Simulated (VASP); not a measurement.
Write the native input for VASP 6.6.1 that does the following.

```
Task                   : single point
Functional             : PBE
Potentials or basis    : VASP PAW PBE potentials, release 64 (Cs_sv)
Cutoff                 : 520 eV
k mesh                 : 7 × 7 × 7
Occupations            : methfessel-paxton, width 0.1 eV
Spin                   : no spin polarisation
Dipole correction      : no
Further INCAR settings : ALGO = Normal; EDIFF = 1e-06; NBANDS = 10
```

The structure of Cs lies in POSCAR:

```
Cs
1.0
   -3.0771709509      3.0771709509      3.0771709509
    3.0771709509     -3.0771709509      3.0771709509
    3.0771709509      3.0771709509     -3.0771709509
Cs
1
Direct
    0.0000000000      0.0000000000      0.0000000000
```

One way to write it, as run:

INCAR

```
PREC = Accurate ; ENCUT = 520
EDIFF = 1E-6 ; ISMEAR = 1
SIGMA = 0.1 ; LREAL = False
LASPH = True ; NELM = 60
ALGO = Normal ; ISIF = 2
LWAVE = False ; LCHARG = False
GGA = PE ; NBANDS = 10
```

KPOINTS

```
regular mesh
0
Gamma
  7 7 7
```

Potentials or basis: VASP PAW PBE potentials, release 64 (Cs_sv).

Run with:

```sh
$ cat potpaw_PBE.64/Cs_sv/POTCAR > POTCAR
$ mpirun -np 1 vasp_std > vasp.out
```

It gave:

- Pressure: 0.0 GPa

It took 11 s on 1 thread of AMD EPYC 9R14 (Zen 4), on a shared host, peak memory 0.2 GiB.
